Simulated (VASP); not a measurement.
A run of VASP 6.6.1 is set up as follows.

POSCAR

```
Rh
1.0
    2.7309790000      0.0000000000      0.0000000000
   -1.3654900000      2.3650970000      0.0000000000
    0.0000000000      0.0000000000      4.4284890000
Rh
2
Direct
    0.6666666667      0.3333333333      0.7500000000
    0.3333333333      0.6666666667      0.2500000000
```

The input INCAR.step1:

```
SYSTEM = Rh
  PREC = Accurate
  ENCUT = 680
  ISMEAR = -1
  SIGMA = 0.1
  LREAL = .False.
  LASPH = .True.
  NELM = 120
  NBANDS = 24
  GGA = PE
  ALGO = Normal
  EDIFF = 1E-5
  LWAVE = .True.
  LCHARG = .False.
  GGA_COMPAT = .False.
```

The input INCAR.step2:

```
SYSTEM = Rh
  PREC = Accurate
  ENCUT = 680
  EDIFF = 1E-6
  ISMEAR = -1
  SIGMA = 0.1
  LREAL = .False.
  LASPH = .True.
  NELM = 120
  ALGO = Normal
  ISIF = 2
  LWAVE = .False.
  LCHARG = .False.
  METAGGA = R2SCAN
  LMIXTAU = .True.
  NBANDS = 24
  ISTART = 1
  GGA_COMPAT = .False.
```

File KPOINTS:

```
regular mesh
0
Gamma
  5 5 3
  0 0 0
```

Potentials or basis: VASP PAW PBE potentials, release 64 (Rh_sv_GW).

Run with:

```console
$ cat potpaw_PBE.64/Rh_sv_GW/POTCAR > POTCAR
$ cp INCAR.step1 INCAR
$ mpirun -np 1 vasp_std > vasp.out
$ cp INCAR.step2 INCAR
$ mpirun -np 1 vasp_std > vasp.out
```

(1) Predict the pressure.

(2) What does it give for the band gap on the k mesh?

## Answers

(1) -6.6 GPa.

(2) zero (bands 17 and 18 overlap by 1.87 eV).

Caveat: the k points lie up to 0.53 Å⁻¹ apart, too coarse for converged energies and pressures of a metal; the PAW data sets were made with another functional, which shifts forces and pressure a little.
